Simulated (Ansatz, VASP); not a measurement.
**Two plane-wave programs on TiCo**

```
CELL_PARAMETERS angstrom
2.98559 0.00000 0.00000
0.00000 2.98559 0.00000
0.00000 0.00000 2.98559
ATOMIC_POSITIONS crystal
Ti 0.00000 0.00000 0.00000
Co 0.50000 0.50000 0.50000
```

Alike in both runs: task single point; functional PBE; k mesh 14 × 14 × 14; occupations gaussian, width 0.1 eV; collinear spin.

```csv
,VASP,Ansatz
version,VASP 6.6.1,Ansatz 0.2.0
potentials or method,"VASP PAW PBE potentials, release 64 (Ti_sv, Co), cutoff 520 eV","scalar-relativistic, plane waves, PAW"
valence electrons in the cell,21,29
```

```csv
,VASP,Ansatz,Ansatz less VASP
gap on the k mesh at the Fermi level (eV),none,none,-
pressure (GPa),-0.5,0.0,+0.51
net moment per atom (μB),0.44,0.44,+0.006
size of the moment on the site where the two differ most (μB),0.95,0.99,+0.035
```

Site moments also hang on the region over which each program counts them. A gap of «none» marks a metal or a gap that the smearing closes. With one functional, cell and mesh, what is left measures potentials, basis and numerics. VASP's potentials hold 21 valence electrons a cell and Ansatz's 29, so a difference there can come from the potentials and not from the codes. Ansatz's warnings: stability check not made.
